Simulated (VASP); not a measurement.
Crystal: SiB6.

```
Si B
1.0
     3.61832    0.00000    0.00000
    -1.80916    3.13356    0.00000
     0.00000    0.00000    6.20514
Si B
1 6
Direct
  0.00000 0.00000 0.50000
  0.33333 0.66667 0.00000
  0.66667 0.33333 0.00000
  0.47483 0.00000 0.50000
  0.00000 0.47483 0.50000
  0.52517 0.52517 0.50000
  0.00000 0.00000 0.00000
```

| Quantity | Value |
| --- | --- |
| Program | VASP 6.6.1 |
| Task | relaxation of cell and atoms |
| Functional | PBE |
| Potentials or basis | VASP PAW PBE potentials, release 64 (Si, B) |
| Cutoff | 600 eV |
| k mesh | 6 × 6 × 4 |
| Occupations | gaussian, width 0.1 eV |
| Spin | no spin polarisation |

At the start: pressure 8.2 GPa; volume 10.05 Å³/atom.

Q: How do energy, volume and symmetry change on relaxing?

A: Over 37 steps the energy falls by 112.4 meV/atom and the volume is 12.25 Å³/atom (+21.9 %); space group P6/mmm (No. 191, to 0.05 Å).

Step by step:
```tsv
step	energy change (eV)	largest force (eV/Å)	pressure (GPa)	volume (Å³)
1	0.0000	4.5162	8.17	70.36
2	0.4727	5.0593	-3.88	75.68
3	-0.6423	0.0832	-0.86	72.50
4	-0.6432	0.0427	-0.67	72.43
5	-0.6431	0.1169	-0.55	72.38
6	-0.6457	0.0427	1.22	72.02
7	-0.6463	0.0061	0.69	72.13
8	-0.6479	0.0371	0.46	72.44
9	-0.6502	0.1548	-0.16	73.29
10	-0.6513	0.1114	-0.14	73.43
11	-0.6540	0.0197	-0.12	73.82
12	-0.6593	0.2847	-0.10	74.60
13	-0.6731	0.8256	0.23	76.16
14	-0.6245	1.9564	1.61	79.24
15	-0.6744	0.9912	0.41	76.64
16	-0.6745	0.9968	0.42	76.66
17	-0.6749	1.0136	0.45	76.73
18	-0.6756	1.0474	0.50	76.87
19	-0.6764	1.1151	0.61	77.14
20	-0.6756	1.2515	0.84	77.68
21	-0.6765	1.1535	0.67	77.29
22	-0.6776	1.1447	0.68	77.32
23	-0.6811	1.1180	0.70	77.40
24	-0.6878	1.0646	0.74	77.56
25	-0.7001	0.9576	0.82	77.88
26	-0.7210	0.7423	0.98	78.53
27	-0.7506	0.3060	1.31	79.81
28	-0.7605	0.5946	2.24	82.34
29	-0.7653	0.2535	1.84	81.40
30	-0.7704	0.2441	1.37	81.99
31	-0.7797	0.2165	0.04	83.77
32	-0.7735	0.1646	-2.33	87.38
33	-0.7811	0.1991	-0.76	84.92
34	-0.7847	0.0333	-0.54	85.37
35	-0.7858	0.1140	-0.34	85.76
36	-0.7867	0.0528	0.09	85.75
37	-0.7868	0.0338	0.23	85.74
```

Final structure:
```cif
data_structure
_symmetry_space_group_name_H-M 'P 1'
_symmetry_Int_Tables_number 1
_cell_length_a 3.6388
_cell_length_b 3.6388
_cell_length_c 7.4772
_cell_angle_alpha 90.000
_cell_angle_beta 90.000
_cell_angle_gamma 120.000
_cell_volume 85.74
loop_
_atom_site_label
_atom_site_type_symbol
_atom_site_fract_x
_atom_site_fract_y
_atom_site_fract_z
_atom_site_occupancy
Si1 Si 0.00000 0.00000 0.50000 1
B1 B 0.33333 0.66667 0.00000 1
B2 B 0.66667 0.33333 0.00000 1
B3 B 0.49980 0.00000 0.50000 1
B4 B 0.00000 0.49980 0.50000 1
B5 B 0.50020 0.50020 0.50000 1
B6 B 0.00000 0.00000 0.00000 1
```

Caveat: the volume moved by over 15 % at a fixed basis, so the end points are rough.
